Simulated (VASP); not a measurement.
Here is a VASP 6.6.1 calculation.

File INCAR:

```
SYSTEM = V
PREC = Accurate
ENCUT = 600
EDIFF = 1E-7
ISMEAR = 1
SIGMA = 0.1
LREAL = .FALSE.
LASPH = .TRUE.
NELM = 60
ALGO = Normal
ISIF = 3
LWAVE = .FALSE.
LCHARG = .FALSE.
GGA = PS
IBRION = 2
NSW = 80
EDIFFG = -0.005
```

File KPOINTS:

```
regular mesh
0
G
  20 20 20
  0 0 0
```

File POSCAR:

```
V
1.0
   -1.5000000000      1.5000000000      1.5000000000
    1.5000000000     -1.5000000000      1.5000000000
    1.5000000000      1.5000000000     -1.5000000000
V
1
Direct
    0.0000000000      0.0000000000      0.0000000000
```

Potentials or basis: VASP PAW PBE potentials, release 64 (V_sv).

Command:

```console
$ cat potpaw_PBE.64/V_sv/POTCAR > POTCAR
$ mpirun -np 1 vasp_std > vasp.out
```

**Question.** Estimate the relaxed cell.

**Answer.** a = 2.563 Å, b = 2.563 Å, c = 2.563 Å, α = 109.47°, β = 109.47°, γ = 109.47°.

**Question.** What does it give for the space group after relaxing (to 0.05 Å)?

**Answer.** Im-3m (No. 229).

**Question.** Estimate the relaxed volume.

**Answer.** 12.96 Å³/atom.

The path:
```
step  energy change (eV)  largest force (eV/Å)  pressure (GPa)  volume (Å³)
   1              0.0000                0.0000           -7.48        13.50
   2              0.0088                0.0000           11.19        12.31
   3             -0.0131                0.0000           -0.09        12.96
   4             -0.0131                0.0000            0.07        12.95
   5             -0.0131                0.0000           -0.09        12.96
   6             -0.0131                0.0000            0.00        12.96
```

Caveat: the PAW data sets were made with another functional, which shifts forces and pressure a little.
